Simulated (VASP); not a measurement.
# Ge2TeO (P6/mmm) in VASP: single point with PBE

Aim: the single point of Ge2TeO with PBE.

Everything below comes from runs of VASP 6.6.1. Logs are shortened: lines on timing, memory, paths and dates and some standing lists are left out, and cuts for length are marked.

### Step 1. The cell of the first run

The structure is hexagonal, space group P6/mmm (No. 191). The conventional cell has a = 5.120 Å, b = 5.120 Å, c = 3.702 Å, α = 90.00°, β = 90.00°, γ = 120.00°. Within 3.9 Å of Ge (site symmetry -6m2) lie 3 O at 2.96 Å and 5 Ge at 2.96 to 3.70 Å and 6 Te at 3.49 Å. Te (site symmetry 6/mmm) has 2 O at 1.85 Å within 2.5 Å. Within 2.5 Å of O (site symmetry 6/mmm) lie 2 Te at 1.85 Å.

The cell was built from a structure type or drawn by symmetry, and may not be a known phase.

### Step 2. Single point, PBE

File INCAR:

```
PREC = Accurate
ENCUT = 520
EDIFF = 1E-7
ISMEAR = 0
SIGMA = 0.1
LREAL = False
LASPH = True
NELM = 60
ALGO = Normal
ISIF = 2
LWAVE = False
LCHARG = True
GGA = PE
LELF = True
LVHAR = True
NBANDS = 28
```

File KPOINTS:

```
Automatic mesh
0
Gamma
  6 6 6
```

File POSCAR:

```
Ge2TeO
1.0
    5.1203662600      0.0000000000      0.0000000000
   -2.5601831300      4.4343672600      0.0000000000
    0.0000000000      0.0000000000      3.7021099500
Ge Te O
2 1 1
Direct
    0.3333333300      0.6666666700      0.0000000000
    0.6666666700      0.3333333300      0.0000000000
    0.0000000000      0.0000000000      0.5000000000
    0.0000000000      0.0000000000      0.0000000000
```

Potentials or basis: VASP PAW PBE potentials, release 64 (Ge_d, Te, O).

Launch:

```
$ cat potpaw_PBE.64/Ge_d/POTCAR potpaw_PBE.64/Te/POTCAR potpaw_PBE.64/O/POTCAR > POTCAR
$ mpirun -np 1 vasp_std > vasp.out
```

OUTCAR:

```text
PREC = Accurate
   ENCUT = 520
   EDIFF = 1E-7
   ISMEAR = 0
   LREAL = False
   LASPH = True
   NELM = 60
   ISIF = 2
   GGA = PE

 ion  position               nearest neighbor table
   1  0.333  0.667  0.000-
   2  0.667  0.333  0.000-
   3  0.000  0.000  0.500-   4 1.85   4 1.85
   4  0.000  0.000  0.000-   3 1.85   3 1.85

  LATTYP: Found a hexagonal cell.
 ALAT       =     5.1203662600
 C/A-ratio  =     0.7230166285

  Lattice vectors:

 A1 = (   5.1203662600,   0.0000000000,   0.0000000000)
 A2 = (  -2.5601831300,   4.4343672600,   0.0000000000)
 A3 = (   0.0000000000,   0.0000000000,   3.7021099500)

Analysis of symmetry for initial positions (statically):
=====================================================================
 Subroutine PRICEL returns:
 Original cell was already a primitive cell.

 Routine SETGRP: Setting up the symmetry group for a
 hexagonal supercell.

 Subroutine GETGRP returns: Found 24 space group operations
 (whereof 24 operations were pure point group operations)
 out of a pool of 24 trial point group operations.

The static configuration has the point symmetry D_6h.

Analysis of symmetry for dynamics (positions and initial velocities):
=====================================================================
 Subroutine PRICEL returns:
 Original cell was already a primitive cell.

 Routine SETGRP: Setting up the symmetry group for a
 hexagonal supercell.

 Subroutine GETGRP returns: Found 24 space group operations
 (whereof 24 operations were pure point group operations)
 out of a pool of 24 trial point group operations.

The dynamic configuration has the point symmetry D_6h.

 Subroutine INISYM returns: Found 24 space group operations
 (whereof 24 operations are pure point group operations),
 and found     1 'primitive' translations

----------------------------------------------------------------------------------------

                                     Primitive cell

  volume of cell :      84.0586

  direct lattice vectors                    reciprocal lattice vectors
     5.120366260  0.000000000  0.000000000     0.195298529  0.112755658  0.000000000
    -2.560183130  4.434367260  0.000000000     0.000000000  0.225511317  0.000000000
     0.000000000  0.000000000  3.702109950     0.000000000  0.000000000  0.270116235

  length of vectors
     5.120366260  5.120366262  3.702109950     0.225511317  0.225511317  0.270116235

  position of ions in fractional coordinates (direct lattice)
     0.333333330  0.666666670  0.000000000
     0.666666670  0.333333330  0.000000000
     0.000000000  0.000000000  0.500000000
     0.000000000  0.000000000  0.000000000

  ion indices of the primitive-cell ions
   primitive index   ion index
                 1           1
                 2           2
                 3           3
                 4           4

----------------------------------------------------------------------------------------

 KPOINTS: Automatic mesh

Automatic generation of k-mesh.
 Grid dimensions read from file:
 generate k-points for:    6    6    6

 Generating k-lattice:

  Cartesian coordinates                     Fractional coordinates (reciprocal lattice)
     0.032549755  0.018792610  0.000000000     0.166666667  0.000000000  0.000000000
     0.000000000  0.037585219  0.000000000     0.000000000  0.166666667  0.000000000
     0.000000000  0.000000000  0.045019372     0.000000000  0.000000000  0.166666667

  Length of vectors
     0.037585219  0.037585219  0.045019372

  Shift w.r.t. Gamma in fractional coordinates (k-lattice)
     0.000000000  0.000000000  0.000000000

 Subroutine IBZKPT returns following result:
 ===========================================

 Found     28 irreducible k-points:

 Following reciprocal coordinates:
            Coordinates               Weight
  0.000000  0.000000  0.000000      1.000000
  0.166667  0.000000  0.000000      6.000000
  0.333333 -0.000000  0.000000      6.000000
  0.500000  0.000000  0.000000      3.000000
  0.166667  0.166667  0.000000      6.000000
  0.333333  0.166667  0.000000     12.000000
[... 16 lines left out ...]
  0.166667  0.000000  0.500000      6.000000
  0.333333 -0.000000  0.500000      6.000000
 [... further k-points ...]
   k-points           NKPTS =     28   k-points in BZ     NKDIM =     28   number of bands    NBANDS=     28
   number of dos      NEDOS =    301   number of ions     NIONS =      4
   total plane-waves  NPLWV =  44800
   dimension x,y,z NGX =    40 NGY =   40 NGZ =   28
   dimension x,y,z NGXF=    80 NGYF=   80 NGZF=   56
   ions per type =               2   1   1
   NGX,Y,Z   is equivalent  to a cutoff of  12.99, 12.99, 12.57 a.u.
   NGXF,Y,Z  is equivalent  to a cutoff of  25.97, 25.97, 25.15 a.u.
 SYSTEM =  unknown system
   PREC   = accura    normal or accurate (medium, high low for compatibility)
   ISTART =      0    job   : 0-new  1-cont  2-samecut
   ICHARG =      2    charge: 1-file 2-atom 10-const
   ISPIN  =      1    spin polarized calculation?
   LNONCOLLINEAR =      F non collinear calculations
   LSORBIT =      F    spin-orbit coupling
   LASPH  =      T    aspherical Exc in radial PAW
   ENCUT  =  520.0 eV  38.22 Ry    6.18 a.u.   9.52  9.52  6.88*2*pi/ulx,y,z
   NELM   =     60;   NELMIN=  2; NELMDL= -5     # of ELM steps
   EDIFF  = 0.1E-06   stopping-criterion for ELM
   LREAL  =      F    real-space projection
   EDIFFG = 0.1E-05   stopping-criterion for IOM
   NSW    =      0    number of steps for IOM
   IBRION =     -1    ionic relax: 0-MD 1-quasi-New 2-CG
   NFREE  =      0    steps in history (QN), initial steepest desc. (CG)
   ISIF   =      2    stress and relaxation
   ISYM   =      2    0-nonsym 1-usesym 2-fastsym
   POTIM  = 0.5000    time-step for ionic-motion
   TEBEG  =    0.0;   TEEND  =   0.0 temperature during run
   PSTRESS=    0.0 pullay stress
   NELECT =      40.0000    total number of electrons
   NUPDOWN=      -1.0000    fix difference up-down
   EMIN   =  10.00;   EMAX   =-10.00  energy-range for DOS
   EFERMI =   0.00;   METHOD = LEGACY
   ISMEAR =     0;   SIGMA  =   0.10  broadening in eV -4-tet -1-fermi 0-gaus
   EFERMI_NEDOS =   21; number of points for ismear=-14 and -15
   IALGO  =     38    algorithm
   IMIX   =      4    mixing-type and parameters
     AMIX     =   0.40;   BMIX     =  1.00
     AMIX_MAG =   1.60;   BMIX_MAG =  1.00
  volume/ion in A,a.u.               =      21.01       141.81
  Fermi-wavevector in a.u.,A,eV,Ry     =   1.278108  2.415274 22.225928  1.633560
  Thomas-Fermi vector in A             =   2.410669
   LORBIT       =      0    0 simple, 1 ext, 2 COOP (PROOUT), +10 PAW based schemes
   GGA     = PE    functional components
   LHFCALC =     F    Hartree Fock is set to
   AEXX    =    0.0000 exact exchange contribution
   IVDW    =     0    specifies the selected vdW correction
   LEPSILON=     F    determine dielectric tensor
   LRPA    =     F    only Hartree local field effects (RPA)
 non-spin polarized calculation
 Gauss-broadening in eV      SIGMA  =   0.10
  energy-cutoff  :      520.00
  volume of cell :       84.06
 maximum number of plane-waves:      2294
 NGX is ok and might be reduce to    40
   NGX = 19   NGY = 19   NGZ = 13

 number of electron      40.0000003 magnetization

 Free energy of the ion-electron system (eV)
  ---------------------------------------------------
  ext. energy  EPLUGINS =         0.00000000
  ---------------------------------------------------
  free energy    TOTEN  =       -14.72966125 eV

  energy without entropy =      -14.71831551  energy(sigma->0) =      -14.72398838

 E-fermi :   5.7405     XC(G=0): -10.1231

 val. band max:        5.7399442418   @ k =   0.3333   0.1667   0.0000
 cond. band min:       5.7900250993   @ k =   0.1667   0.1667   0.5000
 fundamental gap:      0.0500808575
 Fermi energy:         5.7405460614

 k-point     1 :       0.0000    0.0000    0.0000
  band No.  band energies     occupation
      1     -19.2518      2.00000
      2     -19.2150      2.00000
      3     -19.2150      2.00000
      4     -19.2112      2.00000
      5     -19.1940      2.00000
      6     -19.1940      2.00000
[... 20 lines left out ...]
     27      14.9464      0.00000
     28      14.9464      0.00000

 k-point     2 :       0.1667    0.0000    0.0000
  band No.  band energies     occupation
      1     -19.2500      2.00000
      2     -19.2156      2.00000
      3     -19.2154      2.00000
      4     -19.2139      2.00000
      5     -19.1950      2.00000
      6     -19.1935      2.00000
[... 20 lines left out ...]
     27      14.2930      0.00000
     28      14.4940      0.00000

 k-point     3 :       0.3333   -0.0000    0.0000
  band No.  band energies     occupation
      1     -19.2453      2.00000
      2     -19.2249      2.00000
      3     -19.2163      2.00000
      4     -19.2115      2.00000
      5     -19.1976      2.00000
      6     -19.1927      2.00000
[... 20 lines left out ...]
     27      13.5923      0.00000
     28      13.8659      0.00000

 k-point     4 :       0.5000    0.0000    0.0000
  band No.  band energies     occupation
      1     -19.2411      2.00000
      2     -19.2311      2.00000
      3     -19.2167      2.00000
      4     -19.2098      2.00000
      5     -19.1993      2.00000
      6     -19.1923      2.00000
[... 20 lines left out ...]
     27      13.7588      0.00000
     28      13.8537      0.00000

 k-point     5 :       0.1667    0.1667    0.0000
  band No.  band energies     occupation
      1     -19.2468      2.00000
      2     -19.2222      2.00000
      3     -19.2162      2.00000
      4     -19.2119      2.00000
      5     -19.1971      2.00000
      6     -19.1927      2.00000
[... 20 lines left out ...]
     27      13.6163      0.00000
     28      14.0286      0.00000

 k-point     6 :       0.3333    0.1667    0.0000
  band No.  band energies     occupation
      1     -19.2415      2.00000
      2     -19.2303      2.00000
      3     -19.2171      2.00000
      4     -19.2088      2.00000
      5     -19.2003      2.00000
      6     -19.1919      2.00000
[... 463 lines left out ...]
      5     -19.2069      2.00000
      6     -19.1951      2.00000
[... 20 lines left out ...]
     27      13.5535      0.00000
     28      15.1538      0.00000

 k-point    22 :       0.0000    0.0000    0.5000
  band No.  band energies     occupation
      1     -19.2418      2.00000
      2     -19.2185      2.00000
      3     -19.2185      2.00000
      4     -19.2007      2.00000
      5     -19.1965      2.00000
      6     -19.1965      2.00000
[... 20 lines left out ...]
     27       9.9799      0.00000
     28      10.9853      0.00000

 k-point    23 :       0.1667    0.0000    0.5000
  band No.  band energies     occupation
      1     -19.2401      2.00000
      2     -19.2191      2.00000
      3     -19.2175      2.00000
      4     -19.2058      2.00000
      5     -19.1977      2.00000
      6     -19.1960      2.00000
[... 20 lines left out ...]
     27      11.1218      0.00000
     28      11.6188      0.00000

 k-point    24 :       0.3333   -0.0000    0.5000
  band No.  band energies     occupation
      1     -19.2356      2.00000
      2     -19.2201      2.00000
      3     -19.2158      2.00000
      4     -19.2151      2.00000
      5     -19.2004      2.00000
      6     -19.1951      2.00000
[... 20 lines left out ...]
     27      12.0004      0.00000
     28      13.4394      0.00000

 [... further k-points ...]
[... 5 lines left out ...]
  --------------------------------------------------------------------------------------
  -------------------------------------------------------------------------------------
  Total       -2.4400455     -2.4400455     20.5689731      0.0000000      0.0000000     -0.0000000
  in kB      -46.5078769    -46.5078769    392.0497611      0.0000000      0.0000000     -0.0000000
  external PRESSURE =      99.6780024 kB  Pullay stress =       0.0000000 kB

 VOLUME and BASIS-vectors are now :
 -----------------------------------------------------------------------------
  energy-cutoff  :      520.00
  volume of cell :       84.06
      direct lattice vectors                 reciprocal lattice vectors
     5.120366260  0.000000000  0.000000000     0.195298529  0.112755658  0.000000000
    -2.560183130  4.434367260  0.000000000     0.000000000  0.225511317  0.000000000
     0.000000000  0.000000000  3.702109950     0.000000000  0.000000000  0.270116235

 POSITION                                       TOTAL-FORCE (eV/Angst)
 -----------------------------------------------------------------------------------
     -0.00000      2.95624      0.00000         0.000000      0.000000      0.000000
      2.56018      1.47812      0.00000        -0.000000      0.000000     -0.000000
      0.00000      0.00000      1.85105        -0.000000      0.000000      0.000000
      0.00000      0.00000      0.00000        -0.000000      0.000000      0.000000
 -----------------------------------------------------------------------------------
    total drift:                                0.000000     -0.000000      0.000000

  FREE ENERGIE OF THE ION-ELECTRON SYSTEM (eV)
  ---------------------------------------------------
  free  energy   TOTEN  =       -14.7296612505 eV

  energy  without entropy=      -14.7183155063  energy(sigma->0) =      -14.72398838
```

It took 1.9 min on 1 thread of AMD EPYC 7R13, shared host; peak memory 0.21 GiB.

What came out:

```
Free energy            : -14.7297 eV
Pressure               : 10.0 GPa
Band gap on the k mesh : zero (bands 20 and 21 overlap by 2.27 eV)
```

Stress tensor (GPa, compression positive):
```
-4.65  0.00  0.00
 0.00 -4.65  0.00
 0.00  0.00 39.20
```

Caveat: the cell stands under pressure; spin-orbit coupling is left out, which moves the levels of the heavy elements.
